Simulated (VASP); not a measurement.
Write the native input for VASP 6.6.1 that does the following.

```
Task                   : single point
Functional             : PBE
Potentials or basis    : VASP PAW PBE potentials, release 64 (C)
Cutoff                 : 520 eV
k mesh                 : 12 × 12 × 4
Occupations            : gaussian, width 0.05 eV
Spin                   : no spin polarisation
Dipole correction      : no
Further INCAR settings : ALGO = Normal; EDIFF = 1e-07; NBANDS = 26
```

The structure of C lies in POSCAR:

```
C
1.0
    2.3921175669      0.0000000000      0.0000000000
   -1.1960587834      2.0716345818      0.0000000000
    0.0000000000      0.0000000000      8.0969734774
C
8
Direct
    0.0000000000      0.0000000000      0.0929681641
    0.0000000000      0.0000000000      0.5929681641
    0.0000000000      0.0000000000      0.4070318359
    0.0000000000      0.0000000000      0.9070318359
    0.3333333333      0.6666666667      0.1555285626
    0.6666666667      0.3333333333      0.6555285626
    0.3333333333      0.6666666667      0.3444714374
    0.6666666667      0.3333333333      0.8444714374
```

This cell differs from its parent crystal: strain -0.050 along x and y, -0.025 along z.

The input as run:

INCAR

```
SYSTEM = C
PREC = Accurate
ENCUT = 520
EDIFF = 1E-7
ISMEAR = 0
SIGMA = 0.05
LREAL = .False.
LASPH = .True.
NELM = 100
ALGO = Normal
ISIF = 2
LWAVE = .False.
LCHARG = .True.
GGA = PE
LELF = .True.
LVHAR = .True.
NBANDS = 26
```

KPOINTS

```
Automatic mesh
0
Gamma
  12 12 4
  0 0 0
```

Potentials or basis: VASP PAW PBE potentials, release 64 (C).

Launch:

```bash
$ cat potpaw_PBE.64/C/POTCAR > POTCAR
$ mpirun -np 1 vasp_std > vasp.out
```

It gave:

The pressure is 71.7 GPa, the largest force is 0.379 eV/Å and the band gap on the k mesh is 4.95 eV, indirect (least direct gap 5.08 eV).

Caveat: the cell differs from its parent crystal (strain -0.050 along x and y, -0.025 along z).

Wall time 32 s on 1 thread of AMD EPYC 9R45 (Zen 5), on a shared host, peak memory 0.13 GiB.
